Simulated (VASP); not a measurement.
Set up this calculation in VASP 6.6.1, as the native input.

- Task: single point
- Functional: PBE
- Dispersion: D4
- Potentials or basis: VASP PAW PBE potentials, release 64 (Pt, Se)
- Cutoff: 520 eV
- k mesh: 8 × 8 × 8
- Occupations: fermi-dirac, width 0.05 eV
- Spin: no spin polarisation
- Dipole correction: no
- Further INCAR settings: ALGO = Normal; EDIFF = 1e-07; NBANDS = 15

The structure of PtSe lies in POSCAR:

```
PtSe
1.0
    0.0000000000      2.6141426535      2.6141426535
    2.6141426535      0.0000000000      2.6141426535
    2.6141426535      2.6141426535      0.0000000000
Pt Se
1 1
Direct
    0.5000000000      0.5000000000      0.5000000000
    0.0000000000      0.0000000000      0.0000000000
```

The input as run:

INCAR

```
PREC     = Accurate       # precision mode
ENCUT    = 520            # plane-wave cutoff, eV
EDIFF    = 1E-7           # SCF threshold, eV
ISMEAR   = -1             # smearing method
SIGMA    = 0.05           # smearing width, eV
LREAL    = False          # projectors in reciprocal space
LASPH    = True           # aspherical terms in the spheres
NELM     = 100            # most SCF steps
ALGO     = Normal         # electronic algorithm
ISIF     = 2              # what is computed and relaxed
LWAVE    = False          # write WAVECAR
LCHARG   = False          # write CHGCAR
GGA      = PE             # functional
IVDW     = 13             # dispersion correction
NBANDS   = 15             # bands
```

KPOINTS

```
Automatic mesh
0
Gamma
  8 8 8
```

Potentials or basis: VASP PAW PBE potentials, release 64 (Pt, Se).

Launch:

```console
$ cat potpaw_PBE.64/Pt/POTCAR potpaw_PBE.64/Se/POTCAR > POTCAR
$ mpirun -np 1 vasp_std > vasp.out
```

Results of the run:

- Pressure: 0.0 GPa
- Band gap on the k mesh: zero (band 8 reaches 11.04 eV, above the bottom of band 9 at 6.51 eV)
- Dispersion energy per atom: -0.588 eV

Caveat: spin-orbit coupling is left out, which moves the levels of the heavy elements; pairwise dispersion overbinds metals, which lowers pressure and volume.

It took 28 s on 1 thread of Intel Xeon 8259CL (shared host), peak memory 0.16 GiB.
